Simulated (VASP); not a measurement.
Wanted: the native input for a VASP 6.6.1 run.

```yaml
Task: single point
Functional: PBE
Potentials_or_basis: VASP PAW PBE potentials, release 64 (Rb_sv, Br)
Cutoff: 520 eV
k_mesh: 6 × 6 × 6
Occupations: gaussian, width 0.05 eV
Spin: no spin polarisation
Dipole_correction: no
Further_INCAR_settings: ALGO = Normal; EDIFF = 1e-06; NBANDS = 15
```

The structure of RbBr lies in POSCAR:

```
RbBr
1.0
    4.0595160267      0.0000000000      0.0000000000
    0.0000000000      4.0595160267      0.0000000000
    0.0000000000      0.0000000000      4.2624918281
Rb Br
1 1
Direct
    0.0000000000      0.0000000000      0.0000000000
    0.5000000000      0.5000000000      0.5000000000
```

This cell differs from its parent crystal: ratio of the length along z to the lengths across it x 1.05, volume and fractional coordinates fixed.

One way to write it, as run:

INCAR

```
SYSTEM = RbBr
  PREC = Accurate
  ENCUT = 520
  EDIFF = 1E-6
  ISMEAR = 0
  SIGMA = 0.05
  LREAL = .FALSE.
  LASPH = .TRUE.
  NELM = 60
  ALGO = Normal
  ISIF = 2
  LWAVE = .FALSE.
  LCHARG = .FALSE.
  GGA = PE
  NBANDS = 15
```

KPOINTS

```
Automatic mesh
0
G
  6 6 6
  0 0 0
```

Potentials or basis: VASP PAW PBE potentials, release 64 (Rb_sv, Br).

Run with:

```sh
$ cat potpaw_PBE.64/Rb_sv/POTCAR potpaw_PBE.64/Br/POTCAR > POTCAR
$ mpirun -np 1 vasp_std > vasp.out
```

It gave:

```
Pressure               : 0.8 GPa
Band gap on the k mesh : 3.98 eV, indirect (least direct gap 4.12 eV)
```

It took 16 s on 1 thread of Intel(R) Xeon(R) Platinum 8488C (Sapphire Rapids) (shared host), peak memory 0.19 GiB.
